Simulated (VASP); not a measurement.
**CoO: single point with BLYP**

CoO:

```
CELL_PARAMETERS angstrom
2.65587 0.00000 0.00000
0.00000 2.65587 0.00000
0.00000 0.00000 2.65587
ATOMIC_POSITIONS crystal
Co 0.00000 0.00000 0.00000
O 0.50000 0.50000 0.50000
```

```json
{
  "Program": "VASP 6.6.1",
  "Task": "single point",
  "Functional": "BLYP",
  "Potentials or basis": "VASP PAW PBE potentials, release 64 (Co_sv, O)",
  "Cutoff": "700 eV",
  "k mesh": "7 × 7 × 7",
  "Occupations": "fermi-dirac, width 0.05 eV",
  "Spin": "collinear spin, ferromagnetic start",
  "Starting moments": "[2.0, 0.0] μB",
  "Dipole correction": "no",
  "Further INCAR settings": "ALGO = Normal; EDIFF = 1e-06; NBANDS = 22"
}
```

The pressure is -0.8 GPa. The band gap on the k mesh is zero (filled and empty bands overlap). The net moment is 3.00 μB per cell, the site moments are Co +2.47; O +0.44 μB and the valence electrons inside the program's atomic spheres are Co 14.90; O 4.92.

Levels at points of the mesh, in eV from the Fermi level:
Spin up:
```
           k point  band 9  band 10  band 11  band 12  band 13  band 14  band 15  band 16  band 17  band 18
(0.00, 0.00, 0.00)   -2.68    -2.68    -2.55    -2.55    -2.55     0.57    15.54    15.54    19.28    19.28
```
Spin down:
| k point | band 7 | band 8 | band 9 | band 10 | band 11 | band 12 | band 13 | band 14 |
| --- | --- | --- | --- | --- | --- | --- | --- | --- |
| (0.00, 0.00, 0.00) | -2.44 | -1.89 | -1.89 | -1.89 | 0.46 | 0.46 | 0.46 | 1.18 |

Wall time 53 s on 1 thread of AMD EPYC 7R43 64-Core Processor (Zen 3) (shared host), peak memory 0.12 GiB.

Caveat: the PAW data sets were made with another functional, which shifts forces and pressure a little; a cell with one magnetic atom can't hold antiferromagnetic order, which such compounds often take; semilocal functionals often make such compounds metallic where correlation or magnetic order opens a gap, which also shifts bond lengths. With open d or f shells a metallic result of BLYP can be an artefact of self-interaction; +U or a hybrid may open a gap.
